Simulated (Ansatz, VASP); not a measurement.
## Two plane-wave programs on Nb

```
CELL_PARAMETERS angstrom
0.00000 1.94580 2.11500
1.94580 0.00000 2.11500
1.94580 1.94580 0.00000
ATOMIC_POSITIONS crystal
Nb 0.00000 0.00000 0.00000
```

Change from the starting cell: strain -0.080 along x and y, +0.000 along z, atoms carried along.

Alike in both runs: task single point; functional PBEsol; k mesh 20 × 20 × 20; occupations gaussian, width 0.15 eV; no spin polarisation.

|  | VASP | Ansatz |
| --- | --- | --- |
| version | VASP 6.6.1 | Ansatz 0.2.0 |
| potentials or method | VASP PAW PBE potentials, release 64 (Nb_sv), cutoff 520 eV | scalar-relativistic, plane waves, PAW |
| valence electrons in the cell | 13 | 13 |

VASP gave:

```
gap on the k mesh at the Fermi level (eV)                     : none
pressure (GPa)                                                : 25.5
traceless stress, the component that is largest in VASP (GPa) : 14.74
```

Question: What did Ansatz give for the same quantities?

Answer: gap on the k mesh at the Fermi level (eV): none; pressure (GPa): 25.8; traceless stress, the component that is largest in VASP (GPa): 14.84.

VASP's potentials were made for PBE, not for PBEsol. A gap of «none» marks a metal or a gap that the smearing closes.
